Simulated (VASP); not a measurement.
# Zr in VASP: further runs

Zr is run at these levels: PBE; tasks: single point.

Program: VASP 6.6.1. These are calculated values, not measurements. Logs are shortened: lines on timing, memory, paths and dates and some standing lists are left out, and cuts for length are marked.

### 1 The cell of the first run

It takes space group P6_3/mmc (No. 194, hexagonal). Conventional cell: a = 3.329 Å, b = 3.329 Å, c = 5.147 Å, α = 90.00°, β = 90.00°, γ = 120.00°. Within 4.2 Å of Zr (site symmetry -6m2) lie 12 Zr at 3.21 to 3.33 Å.

### 2 Single point, PBE (x and y stretched by +3 %, z held)

Contents of INCAR:

```
SYSTEM = Zr
PREC = Accurate
ENCUT = 520
EDIFF = 1E-6
ISMEAR = -1
SIGMA = 0.03
LREAL = .False.
LASPH = .True.
NELM = 60
ALGO = Normal
ISIF = 2
LWAVE = .False.
LCHARG = .False.
GGA = PE
NBANDS = 19
```

Contents of KPOINTS:

```
Automatic mesh
0
Gamma
  13 13 7
  0 0 0
```

Contents of POSCAR:

```
Zr
1.0
    3.3289581692      0.0000000000      0.0000000000
   -1.6644790845      2.8829623426      0.0000000000
    0.0000000000      0.0000000000      5.1470000000
Zr
2
Direct
    0.3333333333      0.6666666667      0.2500000000
    0.6666666667      0.3333333333      0.7500000000
```

Potentials or basis: VASP PAW PBE potentials, release 64 (Zr_sv).

On the command line:

```console
$ cat potpaw_PBE.64/Zr_sv/POTCAR > POTCAR
$ mpirun -np 1 vasp_std > vasp.out
```

OUTCAR:

```text
SYSTEM = Zr
   PREC = Accurate
   ENCUT = 520
   EDIFF = 1E-6
   ISMEAR = -1
   LREAL = .False.
   LASPH = .True.
   NELM = 60
   ISIF = 2
   GGA = PE

 ion  position               nearest neighbor table
   1  0.333  0.667  0.250-   2 3.21   2 3.21   2 3.21   2 3.21   2 3.21   2 3.21
   2  0.667  0.333  0.750-   1 3.21   1 3.21   1 3.21   1 3.21   1 3.21   1 3.21

  LATTYP: Found a hexagonal cell.
 ALAT       =     3.3289581692
 C/A-ratio  =     1.5461293709

  Lattice vectors:

 A1 = (   3.3289581692,   0.0000000000,   0.0000000000)
 A2 = (  -1.6644790845,   2.8829623426,   0.0000000000)
 A3 = (   0.0000000000,   0.0000000000,   5.1470000000)

Analysis of symmetry for initial positions (statically):
=====================================================================
 Subroutine PRICEL returns:
 Original cell was already a primitive cell.

 Routine SETGRP: Setting up the symmetry group for a
 hexagonal supercell.

 Subroutine GETGRP returns: Found 24 space group operations
 (whereof 12 operations were pure point group operations)
 out of a pool of 24 trial point group operations.

The static configuration has the point symmetry D_3d.
 The point group associated with its full space group is D_6h.

Analysis of symmetry for dynamics (positions and initial velocities):
=====================================================================
 Subroutine PRICEL returns:
 Original cell was already a primitive cell.

 Routine SETGRP: Setting up the symmetry group for a
 hexagonal supercell.

 Subroutine GETGRP returns: Found 24 space group operations
 (whereof 12 operations were pure point group operations)
 out of a pool of 24 trial point group operations.

The dynamic configuration has the point symmetry D_3d.
 The point group associated with its full space group is D_6h.

 Subroutine INISYM returns: Found 24 space group operations
 (whereof 12 operations are pure point group operations),
 and found     1 'primitive' translations

----------------------------------------------------------------------------------------

                                     Primitive cell

  volume of cell :      49.3971

  direct lattice vectors                    reciprocal lattice vectors
     3.328958169  0.000000000  0.000000000     0.300394282  0.173432720  0.000000000
    -1.664479084  2.882962343  0.000000000     0.000000000  0.346865439  0.000000000
     0.000000000  0.000000000  5.147000000     0.000000000  0.000000000  0.194287935

[... 81 lines left out ...]
   ENCUT  =  520.0 eV  38.22 Ry    6.18 a.u.   6.19  6.19  9.57*2*pi/ulx,y,z
   NELM   =     60;   NELMIN=  2; NELMDL= -5     # of ELM steps
   EDIFF  = 0.1E-05   stopping-criterion for ELM
   LREAL  =      F    real-space projection
   EDIFFG = 0.1E-04   stopping-criterion for IOM
   NSW    =      0    number of steps for IOM
   IBRION =     -1    ionic relax: 0-MD 1-quasi-New 2-CG
   NFREE  =      0    steps in history (QN), initial steepest desc. (CG)
   ISIF   =      2    stress and relaxation
   ISYM   =      2    0-nonsym 1-usesym 2-fastsym
   POTIM  = 0.5000    time-step for ionic-motion
   TEBEG  =    0.0;   TEEND  =   0.0 temperature during run
   PSTRESS=    0.0 pullay stress
   NELECT =      24.0000    total number of electrons
   NUPDOWN=      -1.0000    fix difference up-down
   EMIN   =  10.00;   EMAX   =-10.00  energy-range for DOS
   EFERMI =   0.00;   METHOD = LEGACY
   ISMEAR =    -1;   SIGMA  =   0.03  broadening in eV -4-tet -1-fermi 0-gaus
   EFERMI_NEDOS =   21; number of points for ismear=-14 and -15
   IALGO  =     38    algorithm
   IMIX   =      4    mixing-type and parameters
     AMIX     =   0.40;   BMIX     =  1.00
     AMIX_MAG =   1.60;   BMIX_MAG =  1.00
  volume/ion in A,a.u.               =      24.70       166.67
  Fermi-wavevector in a.u.,A,eV,Ry     =   1.286999  2.432075 22.536221  1.656365
  Thomas-Fermi vector in A             =   2.419039
   LORBIT       =      0    0 simple, 1 ext, 2 COOP (PROOUT), +10 PAW based schemes
   GGA     = PE    functional components
   LHFCALC =     F    Hartree Fock is set to
   AEXX    =    0.0000 exact exchange contribution
   IVDW    =     0    specifies the selected vdW correction
   LEPSILON=     F    determine dielectric tensor
   LRPA    =     F    only Hartree local field effects (RPA)
 non-spin polarized calculation
  energy-cutoff  :      520.00
  volume of cell :       49.40
 maximum number of plane-waves:      1345
 NGX is ok and might be reduce to    28
   NGX = 13   NGY = 13   NGZ = 19

 number of electron      24.0000000 magnetization

 Free energy of the ion-electron system (eV)
  ---------------------------------------------------
  ext. energy  EPLUGINS =         0.00000000
  ---------------------------------------------------
  free energy    TOTEN  =       -16.99417847 eV

  energy without entropy =      -16.98618613  energy(sigma->0) =      -16.99018230

 E-fermi :   8.3843     XC(G=0): -10.8163

 val. band max:        8.3741915600   @ k =   0.0769   0.0769   0.1429
 cond. band min:       8.3876351713   @ k =   0.3846   0.1538   0.4286
 fundamental gap:      0.0134436112
 Fermi energy:         8.3843411548

 k-point     1 :       0.0000    0.0000    0.0000
  band No.  band energies     occupation
      1     -40.6215      2.00000
      2     -40.4870      2.00000
      3     -19.0714      2.00000
      4     -18.3498      2.00000
      5     -18.3498      2.00000
      6     -18.2122      2.00000
[... 505 lines left out ...]
      6     -18.3634      2.00000
[... 11 lines left out ...]
     18      10.5702      0.00000
     19      12.8006      0.00000

 [... further k-points ...]

------------------------ aborting loop because EDIFF is reached ----------------------------------------

  FORCE on cell =-STRESS in cart. coord.  units (eV):
  Direction    XX          YY          ZZ          XY          YZ          ZX
  --------------------------------------------------------------------------------------
  -------------------------------------------------------------------------------------
  Total       -1.6695159     -1.6695159     -0.8175510     -0.0000000     -0.0000000      0.0000000
  in kB      -54.1501516    -54.1501516    -26.5169749     -0.0000000     -0.0000000      0.0000000
  external PRESSURE =     -44.9390927 kB  Pullay stress =       0.0000000 kB

 VOLUME and BASIS-vectors are now :
 -----------------------------------------------------------------------------
  energy-cutoff  :      520.00
  volume of cell :       49.40
      direct lattice vectors                 reciprocal lattice vectors
     3.328958169  0.000000000  0.000000000     0.300394282  0.173432720  0.000000000
    -1.664479084  2.882962343  0.000000000     0.000000000  0.346865439  0.000000000
     0.000000000  0.000000000  5.147000000     0.000000000  0.000000000  0.194287935

 POSITION                                       TOTAL-FORCE (eV/Angst)
 -----------------------------------------------------------------------------------
     -0.00000      1.92197      1.28675        -0.000000      0.000000      0.000000
      1.66448      0.96099      3.86025         0.000000     -0.000000      0.000000
 -----------------------------------------------------------------------------------
    total drift:                                0.000000     -0.000000      0.000000

  FREE ENERGIE OF THE ION-ELECTRON SYSTEM (eV)
  ---------------------------------------------------
  free  energy   TOTEN  =       -16.9941784702 eV

  energy  without entropy=      -16.9861861331  energy(sigma->0) =      -16.99018230
```

stdout:

```text
POSCAR found type information on POSCAR Zr
 POSCAR found :  1 types and       2 ions
 scaLAPACK will be used
 LDA part: xc-table for (Slater+PW92), standard interpolation
 POSCAR, INCAR and KPOINTS ok, starting setup
 FFT: planning ... GRIDC
 FFT: planning ... GRID_SOFT
 FFT: planning ... GRID
 WAVECAR not read
 entering main loop
```

It took 27 s on 1 thread of Intel Xeon 6975P-C (Granite Rapids), shared host; peak memory 0.21 GiB.

What came out:

- Free energy: -16.9942 eV
- Pressure: -4.5 GPa
- Band gap on the k mesh: zero (bands 12 and 13 overlap by 1.13 eV)

Stress tensor (GPa, compression positive):
```
-5.42  0.00  0.00
 0.00 -5.42  0.00
 0.00  0.00 -2.65
```

Caveat: the cell differs from its parent crystal (x and y stretched by +3 %, z held); the cell stands under tension.

### 3 Single point, PBE (atom 1 (Zr) moved by [0.0, 0.0, 0.03] A)

Contents of INCAR:

```
SYSTEM = Zr
ALGO = Normal
EDIFF = 1E-7
ENCUT = 520
GGA = PE
ISIF = 2
ISMEAR = -1
LASPH = .True.
LCHARG = .False.
LREAL = .False.
LWAVE = .False.
NBANDS = 19
NELM = 60
PREC = Accurate
SIGMA = 0.03
```

Contents of KPOINTS:

```
k-points
0
Gamma
  13 13 7
  0 0 0
```

Contents of POSCAR:

```
Zr
1.0
    3.2319982225      0.0000000000      0.0000000000
   -1.6159991112      2.7989925656      0.0000000000
    0.0000000000      0.0000000000      5.1470000000
Zr
2
Direct
    0.3333333333      0.6666666667      0.2558286380
    0.6666666667      0.3333333333      0.7500000000
```

Potentials or basis: VASP PAW PBE potentials, release 64 (Zr_sv).

On the command line:

```console
$ cat potpaw_PBE.64/Zr_sv/POTCAR > POTCAR
$ mpirun -np 1 vasp_std > vasp.out
```

OUTCAR:

```text
SYSTEM = Zr
   EDIFF = 1E-7
   ENCUT = 520
   GGA = PE
   ISIF = 2
   ISMEAR = -1
   LASPH = .True.
   LREAL = .False.
   NELM = 60
   PREC = Accurate

 ion  position               nearest neighbor table
   1  0.333  0.667  0.256-   2 3.15   2 3.15   2 3.15   2 3.20   2 3.20   2 3.20
   2  0.667  0.333  0.750-   1 3.15   1 3.15   1 3.15   1 3.20   1 3.20   1 3.20

  LATTYP: Found a hexagonal cell.
 ALAT       =     3.2319982225
 C/A-ratio  =     1.5925132521

  Lattice vectors:

 A1 = (   3.2319982225,   0.0000000000,   0.0000000000)
 A2 = (  -1.6159991112,   2.7989925656,   0.0000000000)
 A3 = (   0.0000000000,   0.0000000000,   5.1470000000)

Analysis of symmetry for initial positions (statically):
=====================================================================
 Subroutine PRICEL returns:
 Original cell was already a primitive cell.

 Routine SETGRP: Setting up the symmetry group for a
 hexagonal supercell.

 Subroutine GETGRP returns: Found 12 space group operations
 (whereof  6 operations were pure point group operations)
 out of a pool of 24 trial point group operations.
[... 160 lines left out ...]
  free energy    TOTEN  =       -17.03998722 eV

  energy without entropy =      -17.03319484  energy(sigma->0) =      -17.03659103

 E-fermi :   9.0198     XC(G=0): -11.0818

 val. band max:        9.0178122500   @ k =   0.3077   0.3077   0.4286
 cond. band min:       9.0288964801   @ k =  -0.1538   0.3846   0.4286
 fundamental gap:      0.0110842301
 Fermi energy:         9.0198256647

 k-point     1 :       0.0000    0.0000    0.0000
  band No.  band energies     occupation
      1     -39.8448      2.00000
      2     -39.6898      2.00000
      3     -18.3689      2.00000
      4     -17.4984      2.00000
      5     -17.4984      2.00000
      6     -17.3608      2.00000
[... 505 lines left out ...]
      6     -17.4448      2.00000
[... 11 lines left out ...]
     18      11.3023      0.00000
     19      13.5616      0.00000

 [... further k-points ...]

------------------------ aborting loop because EDIFF is reached ----------------------------------------

  FORCE on cell =-STRESS in cart. coord.  units (eV):
  Direction    XX          YY          ZZ          XY          YZ          ZX
  --------------------------------------------------------------------------------------
  -------------------------------------------------------------------------------------
  Total        0.0637475      0.0637475      0.3206737      0.0000000      0.0000000     -0.0000000
  in kB        2.1935455      2.1935455     11.0343535      0.0000000      0.0000000     -0.0000000
  external PRESSURE =       5.1404815 kB  Pullay stress =       0.0000000 kB

 VOLUME and BASIS-vectors are now :
 -----------------------------------------------------------------------------
  energy-cutoff  :      520.00
  volume of cell :       46.56
      direct lattice vectors                 reciprocal lattice vectors
     3.231998223  0.000000000  0.000000000     0.309406111  0.178635701  0.000000000
    -1.615999111  2.798992566  0.000000000     0.000000000  0.357271403  0.000000000
     0.000000000  0.000000000  5.147000000     0.000000000  0.000000000  0.194287935

 POSITION                                       TOTAL-FORCE (eV/Angst)
 -----------------------------------------------------------------------------------
     -0.00000      1.86600      1.31675         0.000000     -0.000000     -0.100450
      1.61600      0.93300      3.86025        -0.000000      0.000000      0.100450
 -----------------------------------------------------------------------------------
    total drift:                                0.000000     -0.000000     -0.000001

  FREE ENERGIE OF THE ION-ELECTRON SYSTEM (eV)
  ---------------------------------------------------
  free  energy   TOTEN  =       -17.0399872157 eV

  energy  without entropy=      -17.0331948412  energy(sigma->0) =      -17.03659103
```

It took 29 s on 1 thread of Intel Xeon 6975P-C (Granite Rapids), shared host; peak memory 0.22 GiB.

Results:

* Free energy: -17.0400 eV
* Pressure: 0.5 GPa
* Largest force: 0.100 eV/Å
* Band gap on the k mesh: zero (bands 12 and 13 overlap by 1.11 eV)

Forces in eV/Å, atoms in the order of the input:
```
Zr   0.000  0.000 -0.100
Zr   0.000  0.000  0.100
```

Caveat: the cell differs from its parent crystal (atom 1 (Zr) moved by [0.0, 0.0, 0.03] A).
